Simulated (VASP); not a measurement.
C, 12 atoms in the cell. The structure is hexagonal, space group P6_3/mmc (No. 194). Conventional cell: a = 2.594 Å, b = 2.594 Å, c = 12.791 Å, α = 90.00°, β = 90.00°, γ = 120.00°. Within 2.1 Å of C (site symmetry 3m) lie 4 C at 1.59 to 1.62 Å. C (site symmetry 3m) has 4 C at 1.59 Å within 2.1 Å. C (site symmetry 3m) has 4 C at 1.59 Å within 2.1 Å. 

- Program: VASP 6.6.1
- Task: single point
- Functional: r2SCAN
- Potentials or basis: VASP PAW PBE potentials, release 64 (C)
- Cutoff: 520 eV
- k mesh: 12 × 12 × 2
- Occupations: gaussian, width 0.02 eV
- Spin: no spin polarisation
- Dipole correction: no
- Further INCAR settings: ALGO = Normal; EDIFF = 1e-06; NBANDS = 36

Potentials or basis: VASP PAW PBE potentials, release 64 (C).

Run with:

```bash
$ cat potpaw_PBE.64/C/POTCAR > POTCAR
$ cp INCAR.step1 INCAR
$ mpirun -np 1 vasp_std > vasp.out
$ cp INCAR.step2 INCAR
$ mpirun -np 1 vasp_std > vasp.out
```

Hardware: 1 thread of Intel(R) Xeon(R) 6975P-C (Granite Rapids), with other jobs on the host.

Task: Estimate the wall time of this run.

Result: Wall time 2.5 min on 1 thread of Intel(R) Xeon(R) 6975P-C (Granite Rapids), on a shared host, peak memory 0.22 GiB. Counts: k points 38.
